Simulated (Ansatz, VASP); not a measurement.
**GaN: VASP beside Ansatz**

INCAR

```
  PREC = Accurate
  ENCUT = 520
  EDIFF = 1E-6
  ISMEAR = -1
  SIGMA = 0.02
  LREAL = F
  LASPH = T
  NELM = 80
  ALGO = Normal
  ISIF = 2
  LWAVE = F
  LCHARG = F
  GGA = PS
  NBANDS = 16
```

KPOINTS

```
Automatic mesh
0
Gamma
  13 13 13
```

The input POSCAR:

```
GaN
1.0
    0.0000000000      1.9791271138      1.9791271138
    1.9791271138      0.0000000000      1.9791271138
    1.9791271138      1.9791271138      0.0000000000
Ga N
1 1
Direct
    0.5000000000      0.5000000000      0.5000000000
    0.0000000000      0.0000000000      0.0000000000
```

Input for Ansatz:

```yaml
crystal:
  lattice:
    - [0.0, 1.9791271138, 1.9791271138]
    - [1.9791271138, 0.0, 1.9791271138]
    - [1.9791271138, 1.9791271138, 0.0]
  atoms:
    - { symbol: Ga, position: [0.5, 0.5, 0.5] }
    - { symbol: "N", position: [0.0, 0.0, 0.0] }
kpoints:
  mp_grid: { grid: [13, 13, 13] }
  band_path:
    path:
      - [0.0, 0.0, 0.0]
      - [0.5, 0.0, 0.5]
      - [0.625, 0.25, 0.625]
      - [0.375, 0.375, 0.75]
      - [0.0, 0.0, 0.0]
      - [0.5, 0.5, 0.5]
      - [0.5, 0.25, 0.75]
      - [0.5, 0.0, 0.5]
    npoints: 5
scf:
  occupations: { method: fermi_dirac, width: 0.02 }
hamiltonian:
  xc: pbesol
  pseudopotentials: { kind: all_electron, lapw: { basis_error: 0.001 } }
output:
  forces: true
  stress: true
  eigenvalues: true
```

Change from the starting cell: volume scaled by 0.98.

Alike in both runs: task single point; functional PBEsol; k mesh 13 × 13 × 13; occupations fermi-dirac, width 0.02 eV; no spin polarisation.

|  | VASP | Ansatz |
| --- | --- | --- |
| version | VASP 6.6.1 | Ansatz 0.2.0 |
| potentials or method | VASP PAW PBE potentials, release 64 (Ga_d, N), cutoff 520 eV | all-electron LAPW, scalar-relativistic |

Ansatz gave:

- gap on the k mesh at the Fermi level (eV): 1.98
- pressure (GPa): 68.7

Q: Estimate VASP's values.

A: gap on the k mesh at the Fermi level (eV): 1.96; pressure (GPa): 69.4.

VASP's potentials were made for PBE, not for PBEsol. Both programs put the cell under a high pressure, so it lies far from rest at this level. Ansatz ran all-electron here, and VASP with PAW potentials.

Noted on VASP's run: the cell as given lies far from equilibrium.
